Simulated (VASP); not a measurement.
Write the native input for VASP 6.6.1 that does the following.

```
Task                   : single point
Functional             : PBE
Potentials or basis    : VASP PAW PBE potentials, release 64 (Na_pv, H)
Cutoff                 : 520 eV
k mesh                 : 6 × 6 × 6
Occupations            : gaussian, width 0.1 eV
Spin                   : no spin polarisation
Dipole correction      : no
Further INCAR settings : ALGO = Normal; EDIFF = 1e-07; NBANDS = 30
```

The structure of Na6H lies in POSCAR:

```
Na6H
1.0
    8.2449243308      0.0000000000      0.0000000000
    0.0000000000      8.2449243308      0.0000000000
    0.0000000000      0.0000000000      8.2449243308
Na H
6 1
Direct
    0.1964606426      0.5000000000      0.5000000000
    0.5000000000      0.1964606426      0.5000000000
    0.8035393574      0.5000000000      0.5000000000
    0.5000000000      0.8035393574      0.5000000000
    0.5000000000      0.5000000000      0.1964606426
    0.5000000000      0.5000000000      0.8035393574
    0.0000000000      0.0000000000      0.0000000000
```

The cell was built from a structure type or drawn by symmetry, and may not be a known phase.

These files were run (other wordings do the same):

INCAR

```
PREC = Accurate
ENCUT = 520
EDIFF = 1E-7
ISMEAR = 0
SIGMA = 0.1
LREAL = False
LASPH = True
NELM = 100
ALGO = Normal
ISIF = 2
LWAVE = False
LCHARG = False
GGA = PE
NBANDS = 30
```

KPOINTS

```
regular mesh
0
Gamma
  6 6 6
```

Potentials or basis: VASP PAW PBE potentials, release 64 (Na_pv, H).

Run with:

```console
$ cat potpaw_PBE.64/Na_pv/POTCAR potpaw_PBE.64/H/POTCAR > POTCAR
$ mpirun -np 1 vasp_std > vasp.out
```

Results of the run:

```json
{"Pressure": "0.0 GPa", "Largest force": "0.004 eV/Å", "Band gap on the k mesh": "zero (an odd number of electrons rules out a gap without spin polarisation)"}
```

Run time: 4.3 min on 1 thread of Intel(R) Xeon(R) 6975P-C (Granite Rapids), on a shared host, peak memory 0.7 GiB.
